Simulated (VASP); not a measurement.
A run of VASP 6.6.1 is set up as follows.

INCAR

```
ALGO = Normal
EDIFF = 1E-6
ENCUT = 500
GGA = PE
GGA_COMPAT = False
ISIF = 2
ISMEAR = 0
LASPH = True
LCHARG = True
LELF = True
LREAL = False
LVHAR = True
LWAVE = False
NBANDS = 46
NELM = 120
PREC = Accurate
SIGMA = 0.01
```

KPOINTS

```
k-points
0
Gamma
  4 6 4
```

Contents of POSCAR:

```
CdTe
1.0
    8.8786151858      0.0000000000      0.0000000000
    0.0000000000      4.7755339598      0.0000000000
    0.0000000000      0.0000000000      7.9789668812
Cd Te
4 4
Direct
    0.8417290533      0.7500000000      0.4049070344
    0.6582709467      0.2500000000      0.9049070344
    0.3417290533      0.7500000000      0.0950929656
    0.1582709467      0.2500000000      0.5950929656
    0.8276960990      0.2500000000      0.6060003110
    0.6723039010      0.7500000000      0.1060003110
    0.3276960990      0.2500000000      0.8939996890
    0.1723039010      0.7500000000      0.3939996890
```

Potentials or basis: VASP PAW PBE potentials, release 64 (Cd, Te).

Command:

```console
$ cat potpaw_PBE.64/Cd/POTCAR potpaw_PBE.64/Te/POTCAR > POTCAR
$ mpirun -np 1 vasp_std > vasp.out
```

(1) What does it give for the pressure?

(2) Estimate the largest force.

(3) Estimate the band gap on the k mesh.

Answers

(1) 0.1 GPa.

(2) 0.006 eV/Å.

(3) 0.69 eV.

Caveat: semilocal functionals underestimate gaps, and a narrow one can read as zero; spin-orbit coupling is left out, which moves the levels of the heavy elements.
